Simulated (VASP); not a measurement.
# H4C in VASP: further runs, part 2 of 2

VASP 6.6.1.

**4. Single point, PBE+D3(BJ)**

This run uses another cell than the first one, of 12.60 Å³/atom, 1.397 times its volume.

Contents of INCAR:

```
PREC = Accurate ; ENCUT = 520
EDIFF = 1E-6 ; ISMEAR = -1
SIGMA = 0.02 ; LREAL = Auto
LASPH = T ; NELM = 120
ALGO = Normal ; ISIF = 2
LWAVE = F ; LCHARG = F
GGA = PE ; IVDW = 12
NBANDS = 58 ; GGA_COMPAT = F
```

Contents of KPOINTS:

```
Automatic mesh
0
Gamma
  1 1 1
```

Contents of POSCAR:

```
H4C
1.0
    7.9581140000      0.0000000000      0.0000000000
    0.0000000000      7.9581140000      0.0000000000
    0.0000000000      0.0000000000      7.9581140000
C H
8 32
Direct
    0.8000136716      0.0332993471      0.1800803557
    0.1784845002      0.9510670493      0.8469720338
    0.5792201519      0.0241640168      0.5853648239
    0.5638270575      0.5465365286      0.7267174107
    0.2943662280      0.5649328472      0.0730449451
    0.0551763898      0.6043643004      0.5885062717
    0.7090624738      0.5535733718      0.2579631305
    0.1777808159      0.1111695560      0.3853174257
    0.8879993426      0.0807226436      0.0925219217
    0.6872105627     -0.0028775662      0.1122250825
    0.7848467614      0.1255950845      0.2777793834
    0.8635463126     -0.0807100778      0.2303309553
    0.2448067469      0.9966054771      0.9559551421
    0.0391298742      0.9469580355      0.8662353920
    0.2330074689      0.8236122277      0.8186236086
    0.2052622016      1.0419805497      0.7477022822
    0.5238678410      0.1208829127      0.6709127313
    0.6936316821     -0.0456138226      0.6221700267
    0.6120796963      0.0917931058      0.4709909911
    0.4816467821     -0.0637462595      0.5462349496
    0.6995250382      0.5365090271      0.7589737971
    0.5049186277      0.6774218112      0.7195423438
    0.4754769786      0.4682390828      0.7978649213
    0.5677475844      0.5046170487      0.5902277851
    0.2323163503      0.6717546394      0.0199921740
    0.2910362933      0.5679109397      0.2076497019
    0.4183780227      0.5441615941      0.0330731628
    0.2196751642      0.4593048051      0.0327464522
    0.1842145011      0.6176337760      0.6406040426
   -0.0343800051      0.5592405437      0.6820711540
    0.0480892835      0.5234531699      0.4805284267
    0.0105301331      0.7282378714      0.5418620543
    0.7070770788      0.4159779566      0.2985129391
    0.7471996506      0.6425894376      0.3619324880
    0.5820725865      0.5826380472      0.2192856247
    0.7976890002      0.5733267958      0.1637950901
    0.3086409669      0.1444689031      0.4114291401
    0.1485025221     -0.0060190141      0.4534742780
    0.1485527852      0.1085307398      0.2508885899
    0.1087820556      0.2121608210      0.4471285533
```

On the command line:

```sh
$ cat potpaw_PBE.64/C/POTCAR potpaw_PBE.64/H/POTCAR > POTCAR
$ mpirun -np 1 vasp_gam > vasp.out
```

Wall time 44 s (1 thread of Intel Xeon 6975P-C (Granite Rapids), shared host); peak memory 0.45 GiB.

The run converged. Its results:

```
Free energy                : -192.3056 eV
Pressure                   : 0.2 GPa
Largest force              : 2.818 eV/Å
Band gap on the k mesh     : 6.96 eV
Dispersion energy per atom : -0.026 eV
```

Forces in eV/Å, atoms in the order of the input:
```
C    0.460 -1.380  0.339
C   -0.285 -0.629 -0.412
C   -0.133  0.421 -0.364
C   -0.344  0.597 -2.049
C   -1.269 -0.548  0.292
C    0.020  1.055  0.086
C   -0.676 -0.771  2.626
C    0.157  0.207  0.661
H    0.812  0.710 -1.054
H   -0.404  0.065  0.141
H   -0.351  0.248  0.360
H   -0.483  0.348  0.055
H    0.020  0.182  0.752
H    0.821 -0.161  0.047
H   -0.573  0.960 -0.100
H    0.020 -0.179 -0.308
H    0.615 -0.781  0.040
H   -0.425  0.370  0.481
H    0.100  0.183 -0.225
H   -0.120 -0.214  0.180
H   -0.809  0.410  0.619
H    1.085 -1.008  0.409
H    0.502 -0.178 -0.035
H   -0.420  0.075  0.968
H    0.071  0.859 -0.200
H   -0.103  0.165  0.853
H    1.345  0.137 -0.614
H   -0.327 -0.731 -0.118
H   -0.590 -0.223 -0.312
H    0.091 -0.018  0.208
H    0.292 -0.633 -0.446
H    0.210 -0.236  0.373
H    0.284  1.341 -0.145
H   -0.439 -0.915 -0.426
H   -0.168  0.294 -0.214
H    1.173  0.088 -1.736
H    0.186 -0.215 -0.372
H    0.016  0.096 -0.453
H    0.099 -0.137  0.167
H   -0.460  0.144 -0.075
```

Stress tensor (GPa, compression positive):
```
 0.07  0.73 -0.73
 0.73 -0.95 -0.14
-0.73 -0.14  1.39
```

Levels at points of the mesh, in eV from the valence-band top:
| k point | band 28 | band 29 | band 30 | band 31 | band 32 | band 33 | band 34 | band 35 | band 36 | band 37 |
| --- | --- | --- | --- | --- | --- | --- | --- | --- | --- | --- |
| (0.00, 0.00, 0.00) | -0.41 | -0.34 | -0.29 | -0.20 | 0.00 | 6.96 | 8.88 | 9.04 | 9.15 | 9.28 |

Caveat: the k points lie up to 0.79 Å⁻¹ apart.

**5. Single point, PBE+D3(BJ)**

This run uses another cell than the first one, of 12.60 Å³/atom, 1.397 times its volume.

Contents of INCAR:

```
PREC = Accurate ; ENCUT = 520
EDIFF = 1E-6 ; ISMEAR = -1
SIGMA = 0.02 ; LREAL = Auto
LASPH = True ; NELM = 120
ALGO = Normal ; ISIF = 2
LWAVE = False ; LCHARG = False
GGA = PE ; IVDW = 12
NBANDS = 58 ; GGA_COMPAT = False
```

Contents of KPOINTS:

```
regular mesh
0
Gamma
  1 1 1
```

Contents of POSCAR:

```
H4C
1.0
    7.9581140000      0.0000000000      0.0000000000
    0.0000000000      7.9581140000      0.0000000000
    0.0000000000      0.0000000000      7.9581140000
C H
8 32
Direct
    0.7676567589      0.0514192182      0.1338885067
    0.1733702231      0.9933509372      0.8367560455
    0.5975787731      0.0243022405      0.6019768000
    0.5529827796      0.5196457352      0.7427387946
    0.2524467481      0.5703864006      0.1049117919
    0.0530402053      0.5967996940      0.5752744934
    0.7216785284      0.5551315299      0.2337739821
    0.1705303543      0.1226798209      0.3842995966
    0.8007550533      0.0987042910      0.0144757916
    0.6338687785      0.0401351375      0.1335994935
    0.8041980801      0.1511664698      0.2233569411
    0.8202697272     -0.0742638268      0.1565320627
    0.2943787938      0.9882869233      0.9167373074
    0.0534925737      1.0058287680      0.9092983589
    0.1875318700      0.8849207237      0.7544752438
    0.1787106845      1.1018942428      0.7587978760
    0.5266700125      0.0273431620      0.7216031336
    0.7082080000     -0.0636582989      0.6070408139
    0.6292194357      0.1526743648      0.5642040313
    0.5168938269     -0.0218016480      0.5022295484
    0.6551677948      0.5199850115      0.8373592034
    0.4870249408      0.6353641076      0.7153453695
    0.4471913823      0.4367743413      0.7777847867
    0.6242685139      0.4753261891      0.6290686462
    0.1375702836      0.6522650970      0.1096113979
    0.2923682672      0.5660135052      0.2351687850
    0.3458105777      0.6425014771      0.0437289539
    0.2175389797      0.4559371731      0.0431006643
    0.1776677238      0.6148567362      0.6242308165
   -0.0187104633      0.5336314609      0.6737400344
    0.0466693490      0.5150843529      0.4704506621
   -0.0040838822      0.7190899753      0.5403038961
    0.7135358956      0.4097327583      0.2358599035
    0.7443220844      0.5772347569      0.3699620287
    0.6042512083      0.6063371296      0.2015678589
    0.8314909789      0.5985840364      0.1532775228
    0.2972563600      0.1261731109      0.3235942586
    0.1699271963      0.0086326987      0.4634515163
    0.0835750782      0.1283344270      0.2818758314
    0.1552754836      0.2328566794      0.4574450680
```

On the command line:

```sh
$ cat potpaw_PBE.64/C/POTCAR potpaw_PBE.64/H/POTCAR > POTCAR
$ mpirun -np 1 vasp_gam > vasp.out
```

It took 38 s on 1 thread of Intel Xeon 6975P-C (Granite Rapids), shared host; peak memory 0.5 GiB.

It converged, with:

* Free energy: -192.2885 eV
* Pressure: 0.0 GPa
* Largest force: 3.294 eV/Å
* Band gap on the k mesh: 6.96 eV
* Dispersion energy per atom: -0.025 eV

Forces on the atoms (eV/Å):
```
C    0.205  0.004  0.990
C    1.119 -0.309  1.408
C    0.316 -0.449  0.091
C    0.583 -1.038 -0.569
C   -1.724  1.532  0.949
C   -0.899  0.775  0.702
C    2.089 -2.325  1.039
C    1.799 -0.894 -0.547
H    0.526  0.257 -1.450
H   -1.053 -0.063  0.148
H    0.026 -0.647  0.126
H    0.218  0.410  0.131
H   -1.562  0.300 -0.429
H    0.831 -0.662 -0.211
H   -0.624 -0.312  0.005
H    0.262  0.977 -0.647
H    0.305 -0.104 -0.298
H   -0.547  0.811  0.160
H    0.393 -0.005  0.190
H   -0.407 -0.279 -0.168
H   -0.800  0.500  0.199
H    0.505  0.823  0.099
H    0.649 -0.400 -0.045
H   -0.961  0.098  0.330
H    0.481 -0.380 -0.195
H    0.062 -0.790  0.371
H    0.920  0.427 -1.061
H    0.215 -0.776 -0.085
H    0.728  0.063 -0.078
H   -0.302  0.217  0.241
H    0.333 -0.671 -1.141
H    0.131 -0.397  0.274
H    0.023  1.627 -0.578
H    0.160  0.489 -0.567
H   -1.190  0.617 -0.603
H   -1.080 -0.360  0.757
H   -0.416  0.141  0.366
H   -0.463  0.261 -0.360
H   -0.796 -0.438 -0.393
H   -0.055  0.969  0.849
```

Stress tensor (GPa, compression positive):
```
-0.61  0.81  0.35
 0.81 -0.03  0.28
 0.35  0.28  0.77
```

Levels at points of the mesh, in eV from the valence-band top:
```csv
k point,band 28,band 29,band 30,band 31,band 32,band 33,band 34,band 35,band 36,band 37
"(0.00, 0.00, 0.00)",-0.32,-0.31,-0.17,-0.15,0.00,6.96,8.80,9.03,9.16,9.36
```

Caveat: the k points lie up to 0.79 Å⁻¹ apart.
